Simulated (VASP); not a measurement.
A run of VASP 6.6.1:

Contents of POSCAR:

```
Al15TeN15
1.0
    6.2595139128      0.0000000578      0.0000000000
   -3.1297570064      5.4208980350      0.0000000000
    0.0000000000      0.0000000000     10.0348065929
Al Te N
15 1 15
Direct
    0.3198051942      0.1726949784      0.2183875984
    0.3410254372      0.1542417900      0.7527546165
    0.1636259990      0.3332946430      0.9904095679
    0.3312570331      0.6708052359      0.2474216655
    0.1501107600      0.8001840016      0.5114932089
    0.3405815118      0.6545694514      0.7492308066
    0.1656412829      0.8248002865      0.9968354671
    0.8261854794      0.1646906014      0.2476075233
    0.6984162173      0.3469064697      0.5116224443
    0.8413603161      0.1551957463      0.7492291610
    0.6701830271      0.3295992961      0.9971750877
    0.8296262919      0.6650799286      0.2506664975
    0.6677408741      0.8303162124      0.5004971156
    0.8357120011      0.6591294223      0.7544979157
    0.6674341606      0.8289869104      1.0000844980
    0.2519634046      0.2447366890      0.4671184245
    0.1542791585      0.3413196140      0.1767704296
    0.3331611279      0.1623385765      0.9433694972
    0.1764110852      0.3195936781      0.6996792691
    0.3455761183      0.6914237634      0.4347872803
    0.1613101522      0.8305334516      0.1860581535
    0.3373855063      0.6673891657      0.9374672665
    0.1690332698      0.8148379196      0.6977767122
    0.8148894718      0.1556260385      0.4358703875
    0.6624893255      0.3314892150      0.1872026233
    0.8293009191      0.1596217585      0.9375761321
    0.6800632670      0.3254862480      0.6976225088
    0.8310163747      0.6653964448      0.4408455220
    0.6659760413      0.8305300274      0.1879159532
    0.8317436652      0.6630194281      0.9411176556
    0.6731710945      0.8226200149      0.6896152848
```

INCAR.step1

```
PREC = Accurate
ENCUT = 520
EDIFF = 1E-5
ISMEAR = -1
SIGMA = 0.01
LREAL = Auto
LASPH = T
NELM = 120
ALGO = Normal
ISIF = 2
LWAVE = T
LCHARG = F
NBANDS = 84
GGA = PE
GGA_COMPAT = F
ISYM = -1
```

The input INCAR.step2:

```
PREC = Accurate
ENCUT = 520
EDIFF = 1E-6
ISMEAR = -1
SIGMA = 0.01
LREAL = Auto
LASPH = T
NELM = 120
ALGO = Normal
ISIF = 2
LWAVE = F
LCHARG = F
GGA = PE
LHFCALC = T
HFSCREEN = 0.2079
PRECFOCK = Fast
NBANDS = 84
ISTART = 1
GGA_COMPAT = F
ISYM = -1
```

File KPOINTS:

```
explicit points
1
Reciprocal
  0.25000000   0.25000000   0.25000000 1
```

Potentials or basis: VASP PAW PBE potentials, release 64 (Al, Te, N).

Run with:

```console
$ cat potpaw_PBE.64/Al/POTCAR potpaw_PBE.64/Te/POTCAR potpaw_PBE.64/N/POTCAR > POTCAR
$ cp INCAR.step1 INCAR
$ mpirun -np 1 vasp_std > vasp.out
$ cp INCAR.step2 INCAR
$ mpirun -np 1 vasp_std > vasp.out
```

Hardware: 1 thread of Intel(R) Xeon(R) Platinum 8375C CPU @ 2.90GHz (Ice Lake) (shared host).

Question: Estimate the wall time of this run.

Answer: It took 6.9 min on 1 thread of Intel(R) Xeon(R) Platinum 8375C CPU @ 2.90GHz (Ice Lake), with other jobs on the host, peak memory 0.59 GiB. Counts: k points 1.
